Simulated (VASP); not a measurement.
# W (I4/mmm) in VASP: further runs, part 2 of 2

VASP 6.6.1.

## 3. Single point, r2SCAN (strain +0.1500 x Voigt [0, 1, 0, 0, 0, 0])

Input file POSCAR:

```
W
1.0
    0.0000000000      2.3345000000      2.0300000000
    2.0300000000      0.0000000000      2.0300000000
    2.0300000000      2.3345000000      0.0000000000
W
1
Direct
    0.0000000000      0.0000000000      0.0000000000
```

Input file INCAR.step1:

```
  PREC = Accurate
  ENCUT = 520
  ISMEAR = 0
  SIGMA = 0.15
  LREAL = False
  LASPH = True
  NELM = 80
  NBANDS = 13
  GGA = PE
  ALGO = Normal
  EDIFF = 1E-4
  LWAVE = True
  LCHARG = False
```

Input file INCAR.step2:

```
  PREC = Accurate
  ENCUT = 520
  EDIFF = 1E-6
  ISMEAR = 0
  SIGMA = 0.15
  LREAL = False
  LASPH = True
  NELM = 80
  ALGO = Normal
  ISIF = 2
  LWAVE = False
  LCHARG = False
  METAGGA = R2SCAN
  LMIXTAU = True
  NBANDS = 13
  ISTART = 1
```

Input file KPOINTS:

```
regular mesh
0
Gamma
  20 20 20
```

Potentials or basis: VASP PAW PBE potentials, release 64 (W_sv).

Run with:

```bash
$ cat potpaw_PBE.64/W_sv/POTCAR > POTCAR
$ cp INCAR.step1 INCAR
$ mpirun -np 1 vasp_std > vasp.out
$ cp INCAR.step2 INCAR
$ mpirun -np 1 vasp_std > vasp.out
```

OUTCAR:

```text
PREC = Accurate
   ENCUT = 520
   EDIFF = 1E-6
   ISMEAR = 0
   LREAL = False
   LASPH = True
   NELM = 80
   ISIF = 2
   METAGGA = R2SCAN
   ISTART = 1

 ion  position               nearest neighbor table
   1  0.000  0.000  0.000-

  LATTYP: Found a body centered tetragonal cell.
 ALAT       =     2.8708535316
 C/A-ratio  =     1.6263455967

  Lattice vectors:

 A1 = (   0.0000000000,  -2.3345000000,   2.0300000000)
 A2 = (   0.0000000000,  -2.3345000000,  -2.0300000000)
 A3 = (   2.0300000000,   2.3345000000,   0.0000000000)

Analysis of symmetry for initial positions (statically):
=====================================================================
 Subroutine PRICEL returns:
 Original cell was already a primitive cell.

 Routine SETGRP: Setting up the symmetry group for a
 body centered tetragonal supercell.

 Subroutine GETGRP returns: Found 16 space group operations
 (whereof 16 operations were pure point group operations)
 out of a pool of 16 trial point group operations.

The static configuration has the point symmetry D_4h.

Analysis of symmetry for dynamics (positions and initial velocities):
=====================================================================
 Subroutine PRICEL returns:
 Original cell was already a primitive cell.

 Routine SETGRP: Setting up the symmetry group for a
 body centered tetragonal supercell.

 Subroutine GETGRP returns: Found 16 space group operations
 (whereof 16 operations were pure point group operations)
 out of a pool of 16 trial point group operations.

The dynamic configuration has the point symmetry D_4h.

 Subroutine INISYM returns: Found 16 space group operations
 (whereof 16 operations are pure point group operations),
 and found     1 'primitive' translations

----------------------------------------------------------------------------------------

                                     Primitive cell

  volume of cell :      19.2405

  direct lattice vectors                    reciprocal lattice vectors
     0.000000000  2.334500000  2.030000000    -0.246305419  0.214178625  0.246305419
[... 114 lines left out ...]
   LRPA    =     F    only Hartree local field effects (RPA)
 non-spin polarized calculation
 Gauss-broadening in eV      SIGMA  =   0.15
  energy-cutoff  :      520.00
  volume of cell :       19.24
 maximum number of plane-waves:       541
   NGX = 11   NGY = 11   NGZ = 11

 number of electron      14.0000003 magnetization

 Free energy of the ion-electron system (eV)
  ---------------------------------------------------
  ext. energy  EPLUGINS =         0.00000000
  ---------------------------------------------------
  free energy    TOTEN  =       -50.54496195 eV

  energy without entropy =      -50.53660296  energy(sigma->0) =      -50.54078246

 E-fermi :   8.6158     XC(G=0): -13.7362

 val. band max:        8.6154236219   @ k =  -0.1500   0.1500   0.0500
 cond. band min:       8.6170091868   @ k =  -0.4000   0.1500   0.0000
 fundamental gap:      0.0015855649
 Fermi energy:         8.6157530116

 k-point     1 :       0.0000    0.0000    0.0000
  band No.  band energies     occupation
      1     -67.6898      2.00000
      2     -30.8640      2.00000
      3     -30.7283      2.00000
      4     -30.7283      2.00000
      5      -0.3141      2.00000
      6       6.6782      2.00000
      7       8.6358      0.85035
      8       8.6358      0.85035
      9       9.1375      0.00000
     10      11.7591      0.00000
     11      21.7181      0.00000
     12      23.9765      0.00000
     13      27.6718      0.00000
[... 354 lines left out ...]
  band No.  band energies     occupation
      1     -67.6381      2.00000
      2     -31.3724      2.00000
      3     -30.9614      2.00000
      4     -30.7691      2.00000
      5       3.0056      2.00000
      6       7.0215      2.00000
      7       7.3552      2.00000
      8       8.9365      0.00249
      9      11.3898      0.00000
     10      11.9932      0.00000
     11      19.0502      0.00000
     12      21.9276      0.00000
     13      27.5067      0.00000

 [... further k-points ...]

------------------------ aborting loop because EDIFF is reached ----------------------------------------

  FORCE on cell =-STRESS in cart. coord.  units (eV):
  Direction    XX          YY          ZZ          XY          YZ          ZX
  --------------------------------------------------------------------------------------
  -------------------------------------------------------------------------------------
  Total       -4.7246015     -3.4567883     -4.7246015      0.0000000      0.0000000      0.0000000
  in kB     -393.4230615   -287.8507799   -393.4230615      0.0000000      0.0000000      0.0000000
  external PRESSURE =    -358.2323010 kB  Pullay stress =       0.0000000 kB

 VOLUME and BASIS-vectors are now :
 -----------------------------------------------------------------------------
  energy-cutoff  :      520.00
  volume of cell :       19.24
      direct lattice vectors                 reciprocal lattice vectors
     0.000000000  2.334500000  2.030000000    -0.246305419  0.214178625  0.246305419
     2.030000000  0.000000000  2.030000000     0.246305419 -0.214178625  0.246305419
     2.030000000  2.334500000  0.000000000     0.246305419  0.214178625 -0.246305419

 POSITION                                       TOTAL-FORCE (eV/Angst)
 -----------------------------------------------------------------------------------
      0.00000      0.00000      0.00000         0.000000      0.000000     -0.000000
 -----------------------------------------------------------------------------------
    total drift:                                0.000000      0.000000      0.000000

  FREE ENERGIE OF THE ION-ELECTRON SYSTEM (eV)
  ---------------------------------------------------
  free  energy   TOTEN  =       -50.5449619469 eV

  energy  without entropy=      -50.5366029638  energy(sigma->0) =      -50.54078246
```

OUTCAR.step1:

```text
PREC = Accurate
   ENCUT = 520
   ISMEAR = 0
   LREAL = False
   LASPH = True
   NELM = 80
[... 599 lines left out ...]

 POSITION                                       TOTAL-FORCE (eV/Angst)
 -----------------------------------------------------------------------------------
      0.00000      0.00000      0.00000        -0.000000      0.000000      0.000000
 -----------------------------------------------------------------------------------
    total drift:                               -0.000000      0.000000     -0.000000

  FREE ENERGIE OF THE ION-ELECTRON SYSTEM (eV)
  ---------------------------------------------------
  free  energy   TOTEN  =       -12.2541432143 eV

  energy  without entropy=      -12.2436620309  energy(sigma->0) =      -12.24890262
```

Wall time 5.4 min (1 thread of Intel Xeon Platinum 8259CL at 2.50GHz (Skylake/Cascade Lake), shared host); peak memory 0.27 GiB.

Results:

| Item | Value |
| --- | --- |
| Free energy | -50.5450 eV |
| Pressure | -35.8 GPa |
| Band gap on the k mesh | zero (band 7 reaches 11.48 eV, above the bottom of band 8 at 8.12 eV) |

Stress tensor (GPa, compression positive):
```
-39.34   0.00   0.00
  0.00 -28.79   0.00
  0.00   0.00 -39.34
```

Levels at points of the mesh, in eV from the Fermi level:
| k point | band 3 | band 4 | band 5 | band 6 | band 7 | band 8 | band 9 | band 10 | band 11 | band 12 |
| --- | --- | --- | --- | --- | --- | --- | --- | --- | --- | --- |
| (0.00, 0.00, 0.00) | -39.34 | -39.34 | -8.93 | -1.94 | 0.02 | 0.02 | 0.52 | 3.14 | 13.10 | 15.36 |
| (0.50, 0.00, 0.00) | -39.60 | -39.37 | -5.35 | -1.75 | -0.16 | 0.15 | 3.55 | 4.10 | 8.47 | 12.07 |
| (0.50, 0.50, 0.00) | -39.81 | -39.65 | -4.86 | -4.05 | 2.87 | 3.41 | 3.47 | 5.27 | 9.45 | 10.70 |
| (0.50, 0.00, 0.50) | -39.50 | -39.50 | -5.26 | -4.15 | 0.39 | 4.24 | 4.30 | 4.30 | 8.72 | 12.28 |

Caveat: the cell differs from its parent crystal (strain +0.1500 x Voigt [0, 1, 0, 0, 0, 0]); the PAW data sets were made with another functional, which shifts forces and pressure a little; spin-orbit coupling is left out, which moves the levels of the heavy elements.
